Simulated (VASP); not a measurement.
# Al2Cu (P6/mmm) in VASP: notebook, part 2 of 2

VASP 6.6.1.

### Step 4. Single point, PBEsol

This run uses another cell than the first one, of 15.14 Å³/atom.

File INCAR:

```
PREC = Accurate ; ENCUT = 520
EDIFF = 1E-6 ; ISMEAR = 0
SIGMA = 0.1 ; LREAL = F
LASPH = T ; NELM = 60
ALGO = Normal ; ISIF = 2
LWAVE = F ; LCHARG = F
GGA = PS ; NBANDS = 16
```

File KPOINTS:

```
regular mesh
0
Gamma
  12 12 16
```

File POSCAR:

```
Al2Cu
1.0
    4.4628100320      0.0000000000      0.0000000000
   -2.2314050160      3.8649068600      0.0000000000
    0.0000000000      0.0000000000      2.6341544416
Cu Al
1 2
Direct
    0.0000000000      0.0000000000      0.0000000000
    0.3333333333      0.6666666667      0.5000000000
    0.6666666667      0.3333333333      0.5000000000
```

The run is started by

```bash
$ cat potpaw_PBE.64/Cu/POTCAR potpaw_PBE.64/Al/POTCAR > POTCAR
$ mpirun -np 1 vasp_std > vasp.out
```

Run time: 2.1 min. Hardware: 1 thread of Intel Xeon Platinum 8259CL at 2.50GHz (Skylake/Cascade Lake), shared host; peak memory 0.25 GiB.

Results (log left out):

| Item | Value |
| --- | --- |
| Free energy | -11.8421 eV |
| Pressure | 0.2 GPa |
| Band gap on the k mesh | zero (an odd number of electrons rules out a gap without spin polarisation) |

Stress tensor (GPa, compression positive):
```
0.11 0.00 0.00
0.00 0.11 0.00
0.00 0.00 0.28
```

Levels at points of the mesh, in eV from the Fermi level:
| k point | band 7 | band 8 | band 9 | band 10 | band 11 | band 12 |
| --- | --- | --- | --- | --- | --- | --- |
| (0.00, 0.00, 0.00) | -1.16 | -0.77 | -0.77 | -0.50 | -0.50 | 1.74 |
| (0.50, 0.00, 0.00) | -2.78 | -2.77 | -1.36 | 5.50 | 5.92 | 6.18 |
| (0.00, 0.00, 0.50) | -1.90 | 1.94 | 1.94 | 2.12 | 4.91 | 4.91 |
| (0.50, 0.00, 0.50) | -3.02 | -1.44 | -1.00 | 1.61 | 2.05 | 2.31 |

Caveat: the PAW data sets were made with another functional, which shifts forces and pressure a little.

### Step 5. Relaxation of cell and atoms, PBEsol

File INCAR:

```
SYSTEM = Al2Cu
PREC = Accurate
ENCUT = 600
EDIFF = 1E-7
ISMEAR = 0
SIGMA = 0.1
LREAL = .False.
LASPH = .True.
NELM = 80
ALGO = Fast
ISIF = 3
LWAVE = .False.
LCHARG = .False.
GGA = PS
IBRION = 2
NSW = 80
EDIFFG = -0.01
```

File KPOINTS:

```
Automatic mesh
0
Gamma
  12 12 16
  0 0 0
```

File POSCAR:

```
Al2Cu
1.0
    4.5284945996      0.0000000000      0.0000000000
   -2.2642472998      3.9217913642      0.0000000000
    0.0000000000      0.0000000000      2.5727681990
Cu Al
1 2
Direct
    0.0000000000      0.0000000000      0.0000000000
    0.3333333333      0.6666666667      0.5000000000
    0.6666666667      0.3333333333      0.5000000000
```

Potentials or basis: VASP PAW PBE potentials, release 64 (Cu, Al).

The run is started by

```bash
$ cat potpaw_PBE.64/Cu/POTCAR potpaw_PBE.64/Al/POTCAR > POTCAR
$ mpirun -np 1 vasp_std > vasp.out
```

OUTCAR:

```text
SYSTEM = Al2Cu
   PREC = Accurate
   ENCUT = 600
   EDIFF = 1E-7
   ISMEAR = 0
   LREAL = .False.
   LASPH = .True.
   NELM = 80
   ISIF = 3
   GGA = PS
   IBRION = 2
   NSW = 80
   EDIFFG = -0.01

 ion  position               nearest neighbor table
   1  0.000  0.000  0.000-   2 2.91   3 2.91   2 2.91   3 2.91   3 2.91   3 2.91   2 2.91   2 2.91
                             3 2.91   3 2.91   2 2.91   2 2.91
   2  0.333  0.667  0.500-   3 2.61   3 2.61   3 2.61   1 2.91   1 2.91   1 2.91   1 2.91   1 2.91
                             1 2.91
   3  0.667  0.333  0.500-   2 2.61   2 2.61   2 2.61   1 2.91   1 2.91   1 2.91   1 2.91   1 2.91
                             1 2.91

  LATTYP: Found a hexagonal cell.
 ALAT       =     4.5284945996
 C/A-ratio  =     0.5681287992

  Lattice vectors:

 A1 = (   4.5284945996,   0.0000000000,   0.0000000000)
 A2 = (  -2.2642472998,   3.9217913642,   0.0000000000)
 A3 = (   0.0000000000,   0.0000000000,   2.5727681990)

Analysis of symmetry for initial positions (statically):
=====================================================================
 Subroutine PRICEL returns:
 Original cell was already a primitive cell.

 Routine SETGRP: Setting up the symmetry group for a
 hexagonal supercell.

 Subroutine GETGRP returns: Found 24 space group operations
 (whereof 24 operations were pure point group operations)
 out of a pool of 24 trial point group operations.

The static configuration has the point symmetry D_6h.

Analysis of symmetry for dynamics (positions and initial velocities):
=====================================================================
 Subroutine PRICEL returns:
 Original cell was already a primitive cell.

 Routine SETGRP: Setting up the symmetry group for a
 hexagonal supercell.

 Subroutine GETGRP returns: Found 24 space group operations
 (whereof 24 operations were pure point group operations)
 out of a pool of 24 trial point group operations.

The dynamic configuration has the point symmetry D_6h.

 Subroutine INISYM returns: Found 24 space group operations
 (whereof 24 operations are pure point group operations),
 and found     1 'primitive' translations

----------------------------------------------------------------------------------------

                                     Primitive cell

  volume of cell :      45.6919

  direct lattice vectors                    reciprocal lattice vectors
     4.528494600  0.000000000  0.000000000     0.220823936  0.127492759  0.000000000
    -2.264247300  3.921791364  0.000000000     0.000000000  0.254985517  0.000000000
     0.000000000  0.000000000  2.572768199     0.000000000  0.000000000  0.388686396

  length of vectors
     4.528494600  4.528494600  2.572768199     0.254985517  0.254985517  0.388686396

  position of ions in fractional coordinates (direct lattice)
     0.000000000  0.000000000  0.000000000
     0.333333333  0.666666667  0.500000000
     0.666666667  0.333333333  0.500000000

  ion indices of the primitive-cell ions
   primitive index   ion index
                 1           1
                 2           2
                 3           3

----------------------------------------------------------------------------------------

[... 62 lines left out ...]
   ICHARG =      2    charge: 1-file 2-atom 10-const
   ISPIN  =      1    spin polarized calculation?
   LNONCOLLINEAR =      F non collinear calculations
   LSORBIT =      F    spin-orbit coupling
   LASPH  =      T    aspherical Exc in radial PAW
   ENCUT  =  600.0 eV  44.10 Ry    6.64 a.u.   9.04  9.04  5.14*2*pi/ulx,y,z
   NELM   =     80;   NELMIN=  2; NELMDL= -5     # of ELM steps
   EDIFF  = 0.1E-06   stopping-criterion for ELM
   LREAL  =      F    real-space projection
   EDIFFG = -.1E-01   stopping-criterion for IOM
   NSW    =     80    number of steps for IOM
   IBRION =      2    ionic relax: 0-MD 1-quasi-New 2-CG
   NFREE  =      1    steps in history (QN), initial steepest desc. (CG)
   ISIF   =      3    stress and relaxation
   ISYM   =      2    0-nonsym 1-usesym 2-fastsym
   POTIM  = 0.5000    time-step for ionic-motion
   TEBEG  =    0.0;   TEEND  =   0.0 temperature during run
   PSTRESS=    0.0 pullay stress
   NELECT =      17.0000    total number of electrons
   NUPDOWN=      -1.0000    fix difference up-down
   EMIN   =  10.00;   EMAX   =-10.00  energy-range for DOS
   EFERMI =   0.00;   METHOD = LEGACY
   ISMEAR =     0;   SIGMA  =   0.10  broadening in eV -4-tet -1-fermi 0-gaus
   EFERMI_NEDOS =   21; number of points for ismear=-14 and -15
   IALGO  =     68    algorithm
   IMIX   =      4    mixing-type and parameters
     AMIX     =   0.40;   BMIX     =  1.00
     AMIX_MAG =   1.60;   BMIX_MAG =  1.00
  volume/ion in A,a.u.               =      15.23       102.78
  Fermi-wavevector in a.u.,A,eV,Ry     =   1.177456  2.225070 18.863163  1.386403
  Thomas-Fermi vector in A             =   2.313803
   LORBIT       =      0    0 simple, 1 ext, 2 COOP (PROOUT), +10 PAW based schemes
   GGA     = PS    functional components
   LHFCALC =     F    Hartree Fock is set to
   AEXX    =    0.0000 exact exchange contribution
   IVDW    =     0    specifies the selected vdW correction
   LEPSILON=     F    determine dielectric tensor
   LRPA    =     F    only Hartree local field effects (RPA)
 conjugate gradient relaxation of ions
 non-spin polarized calculation
 RMM-DIIS sequential band-by-band and
 Gauss-broadening in eV      SIGMA  =   0.10
  energy-cutoff  :      600.00
  volume of cell :       45.69
 maximum number of plane-waves:      1545
   NGX = 19   NGY = 19   NGZ = 11

--------------------------------------- Ionic step        1  -------------------------------------------

 number of electron      17.0000004 magnetization

 Free energy of the ion-electron system (eV)
  ---------------------------------------------------
  ext. energy  EPLUGINS =         0.00000000
  ---------------------------------------------------
  free energy    TOTEN  =       -11.82705190 eV

  energy without entropy =      -11.81982508  energy(sigma->0) =      -11.82343849

------------------------ aborting loop because EDIFF is reached ----------------------------------------

  FORCE on cell =-STRESS in cart. coord.  units (eV):
  Direction    XX          YY          ZZ          XY          YZ          ZX
  --------------------------------------------------------------------------------------
  -------------------------------------------------------------------------------------
  Total       -0.3806127     -0.3806127      0.8273368      0.0000000     -0.0000000      0.0000000
  in kB      -13.3461139    -13.3461139     29.0104144      0.0000000     -0.0000000      0.0000000
  external PRESSURE =       0.7727289 kB  Pullay stress =       0.0000000 kB
[... 135 lines left out ...]
--------------------------------------- Ionic step        5  -------------------------------------------

 number of electron      16.9999998 magnetization

 Free energy of the ion-electron system (eV)
  ---------------------------------------------------
  ext. energy  EPLUGINS =         0.00000000
  ---------------------------------------------------
  free energy    TOTEN  =       -11.84245461 eV

  energy without entropy =      -11.83571021  energy(sigma->0) =      -11.83908241

 E-fermi :   7.7994     XC(G=0): -10.8944

 val. band max:        7.7794574419   @ k =   0.4167   0.0833   0.3750
 cond. band min:       7.8179699279   @ k =   0.0833   0.0833   0.3125
 fundamental gap:      0.0385124861
 Fermi energy:         7.7994030572

 k-point     1 :       0.0000    0.0000    0.0000
  band No.  band energies     occupation
      1      -3.0404      2.00000
      2       3.5858      2.00000
      3       3.5858      2.00000
      4       3.7145      2.00000
      5       5.0415      2.00000
      6       5.0415      2.00000
      7       6.6523      2.00000
      8       7.0437      2.00000
      9       7.0437      2.00000
     10       7.3115      2.00000
     11       7.3115      2.00000
     12       9.5560      0.00000
[... 331 lines left out ...]
 k-point    24 :       0.3333    0.0000    0.0625
  band No.  band energies     occupation
      1      -1.8742      2.00000
      2       1.2329      2.00000
      3       3.4928      2.00000
      4       3.8379      2.00000
      5       4.4197      2.00000
      6       4.7617      2.00000
      7       5.0146      2.00000
      8       5.2005      2.00000
      9       6.5173      2.00000
     10      11.2754      0.00000
     11      11.3496      0.00000
     12      14.7627      0.00000

 [... further k-points ...]

------------------------ aborting loop because EDIFF is reached ----------------------------------------

  FORCE on cell =-STRESS in cart. coord.  units (eV):
  Direction    XX          YY          ZZ          XY          YZ          ZX
  --------------------------------------------------------------------------------------
  -------------------------------------------------------------------------------------
  Total        0.0212993      0.0212993      0.0154011      0.0000000      0.0000000      0.0000000
  in kB        0.7498563      0.7498563      0.5422076      0.0000000      0.0000000      0.0000000
  external PRESSURE =       0.6806401 kB  Pullay stress =       0.0000000 kB
[... 18 lines left out ...]
  FREE ENERGIE OF THE ION-ELECTRON SYSTEM (eV)
  ---------------------------------------------------
  free  energy   TOTEN  =       -11.8424546069 eV

  energy  without entropy=      -11.8357102059  energy(sigma->0) =      -11.83908241

 reached required accuracy - stopping structural energy minimisation
```

CONTCAR:

```text
Al2Cu
   1.00000000000000
     4.4624514560389379    0.0000000000000000    0.0000000000000000
    -2.2312257280194689    3.8645963241283425    0.0000000000000000
     0.0000000000000000   -0.0000000000000000    2.6388784523436049
  Cu              Al
     1     2
Direct
     0.0000000000000000    0.0000000000000000    0.0000000000000000
     0.3333333332999970    0.6666666667000030    0.5000000000000000
     0.6666666667000030    0.3333333332999970    0.5000000000000000

  0.00000000E+00  0.00000000E+00  0.00000000E+00
  0.00000000E+00  0.00000000E+00  0.00000000E+00
  0.00000000E+00  0.00000000E+00  0.00000000E+00
```

Run time: 6.2 min. Hardware: 1 thread of Intel Xeon Platinum 8259CL at 2.50GHz (Skylake/Cascade Lake), shared host; peak memory 0.28 GiB.

What came out:

| Quantity | Value |
| --- | --- |
| Free energy | -11.8425 eV |
| Relaxed volume | 15.17 Å³/atom |
| Relaxed cell | a = 4.462 Å, b = 4.462 Å, c = 2.639 Å, α = 90.00°, β = 90.00°, γ = 120.00° |
| Space group after relaxing (to 0.1 Å) | P6/mmm (No. 191) |
| Energy gained by relaxing | 5.1 meV/atom |
| Ionic steps | 5 |
| Pressure after relaxing | 0.1 GPa |
| Band gap on the k mesh | zero (an odd number of electrons rules out a gap without spin polarisation) |

The path:
| step | energy change (eV) | largest force (eV/Å) | pressure (GPa) | volume (Å³) |
| --- | --- | --- | --- | --- |
| 1 | 0.0000 | 0.0000 | 0.08 | 45.69 |
| 2 | -0.0115 | 0.0000 | -0.28 | 45.73 |
| 3 | -0.0150 | 0.0000 | -0.37 | 45.76 |
| 4 | -0.0152 | 0.0000 | -0.34 | 45.77 |
| 5 | -0.0154 | 0.0000 | 0.07 | 45.51 |

Final structure:
```cif
data_structure
_symmetry_space_group_name_H-M 'P 1'
_symmetry_Int_Tables_number 1
_cell_length_a 4.4625
_cell_length_b 4.4625
_cell_length_c 2.6389
_cell_angle_alpha 90.000
_cell_angle_beta 90.000
_cell_angle_gamma 120.000
_cell_volume 45.51
loop_
_atom_site_label
_atom_site_type_symbol
_atom_site_fract_x
_atom_site_fract_y
_atom_site_fract_z
_atom_site_occupancy
Cu1 Cu 0.00000 0.00000 0.00000 1
Al1 Al 0.33333 0.66667 0.50000 1
Al2 Al 0.66667 0.33333 0.50000 1
```

Caveat: the PAW data sets were made with another functional, which shifts forces and pressure a little.

### Step 6. Overview

```csv
task,cell,k mesh,cutoff (eV),gap on the mesh (eV),pressure (GPa),relaxed volume (Å³/atom)
single point,"a = 4.528, b = 4.528, c = 2.573 Å, angles 90.0, 90.0, 120.0°, 3 atoms",6 × 6 × 4,520,none,0.4,-
relaxation of cell and atoms,"relaxed from a = 3.378, b = 3.378, c = 4.438 Å, angles 90.0, 90.0, 120.0°, 3 atoms",6 × 6 × 4,600,none,-0.3,15.32
single point,"a = 4.463, b = 4.463, c = 2.634 Å, angles 90.0, 90.0, 120.0°, 3 atoms",12 × 12 × 16,520,none,0.2,-
relaxation of cell and atoms,"relaxed from a = 4.528, b = 4.528, c = 2.573 Å, angles 90.0, 90.0, 120.0°, 3 atoms",12 × 12 × 16,600,none,0.1,15.17
```

Alike in all rows: level PBEsol; potentials or basis VASP PAW PBE potentials, release 64 (Cu, Al); no spin polarisation; smearing gaussian 0.1 eV.

Caveats: some runs use coarse meshes; the PAW data sets were made with another functional, which shifts forces and pressure a little; a cell axis changed by over 15 % at a fixed basis, so the end point is rough (at least some runs).

Total energies depend on the potentials used, so only differences within one code and one set of settings carry meaning.
